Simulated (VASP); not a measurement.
The system is SrW2.

```
Sr W
1.0
     5.01364    0.00000    0.00000
    -2.50682    4.34194    0.00000
     0.00000    0.00000    3.16768
Sr W
1 2
Cartesian
  0.0000 0.0000 0.0000
  2.5068 1.4473 3.0278
  0.0000 2.8946 0.1399
```

The cell was generated, and may not be a known phase.

```yaml
Program: VASP 6.6.1
Task: relaxation of cell and atoms
Functional: PBE
Potentials_or_basis: VASP PAW PBE potentials, release 64 (Sr_sv, W_sv)
Cutoff: 600 eV
k_mesh: 6 × 6 × 6
Occupations: gaussian, width 0.1 eV
Spin: no spin polarisation
```

At the start: pressure -5.5 GPa; volume 22.99 Å³/atom.

How do energy, volume and symmetry change on relaxing?

Over 22 steps the energy falls by 694.5 meV/atom and the volume is 19.91 Å³/atom (-13.4 %); space group P-3m1 (No. 164, to 0.1 Å) before and after.

The path:
```tsv
step	energy change (eV)	largest force (eV/Å)	pressure (GPa)	volume (Å³)
1	0.0000	0.9216	-5.52	68.96
2	-0.9887	0.6598	3.60	60.69
3	-0.9921	0.6692	2.72	61.02
4	-1.0386	0.6900	-2.19	63.68
5	-1.0386	0.6884	-2.11	63.61
6	-1.0944	0.8054	-2.41	63.63
7	-1.2570	0.5656	-3.37	63.67
8	-1.3840	0.3354	-4.97	63.76
9	-1.7960	0.1626	-5.34	63.93
10	-1.6458	0.7928	-6.05	63.85
11	-1.8020	0.2136	-5.82	63.91
12	-1.8687	0.0836	-4.15	62.90
13	-1.8972	0.4251	-2.12	61.87
14	-1.9354	0.3730	-1.95	61.59
15	-2.0254	0.1681	-1.22	60.73
16	-2.0621	0.3898	1.38	58.92
17	-2.0741	0.1524	0.29	59.58
18	-2.0742	0.1772	0.39	59.50
19	-2.0770	0.1585	0.00	59.69
20	-2.0804	0.1112	-0.95	60.20
21	-2.0826	0.0718	-0.46	60.00
22	-2.0836	0.0189	0.19	59.73
```

Final structure:
```
CELL_PARAMETERS angstrom
4.95505 0.00000 0.00000
-2.47752 4.29120 0.00000
0.00000 0.00000 2.80922
ATOMIC_POSITIONS crystal
Sr 0.00000 0.00000 0.00000
W 0.66667 0.33333 0.62849
W 0.33333 0.66667 0.37151
```
